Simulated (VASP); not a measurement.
RuCl2:

```
CELL_PARAMETERS angstrom
3.63319 0.00000 0.00000
-1.81660 3.14644 0.00000
0.00000 0.00000 6.84637
ATOMIC_POSITIONS crystal
Ru 0.00000 0.00000 0.00000
Cl 0.33333 0.66667 0.18022
Cl 0.66667 0.33333 0.81978
```

| Item | Value |
| --- | --- |
| Program | VASP 6.6.1 |
| Task | relaxation of shape and atoms at fixed volume |
| Functional | PBE |
| Potentials or basis | VASP PAW PBE potentials, release 64 (Ru_pv, Cl) |
| Cutoff | 600 eV |
| k mesh | 12 × 12 × 6 |
| Occupations | gaussian, width 0.05 eV |
| Spin | no spin polarisation |

At the start: pressure -1.9 GPa; volume 26.09 Å³/atom.

Q: How do energy, volume and symmetry change on relaxing?

A: Over 6 steps the energy falls by 4.0 meV/atom; space group P-3m1 (No. 164, to 0.1 Å) before and after.

The path:
```
step  energy change (eV)  largest force (eV/Å)  pressure (GPa)  volume (Å³)
   1              0.0000                0.2443           -1.88        78.27
   2             -0.0062                0.1562           -1.35        78.27
   3             -0.0114                0.0317           -0.24        78.27
   4             -0.0114                0.0382           -0.20        78.27
   5             -0.0120                0.0160           -0.14        78.27
   6             -0.0121                0.0009           -0.09        78.27
```

Final structure:
```
Ru Cl
1.0
     3.59882    0.00000    0.00000
    -1.79941    3.11667    0.00000
     0.00000    0.00000    6.97776
Ru Cl
1 2
Direct
  0.00000 0.00000 0.00000
  0.33333 0.66667 0.17529
  0.66667 0.33333 0.82471
```

Caveat: this functional lacks dispersion, which binds layers or chains, so the pressure and a relaxed spacing across them are unreliable.
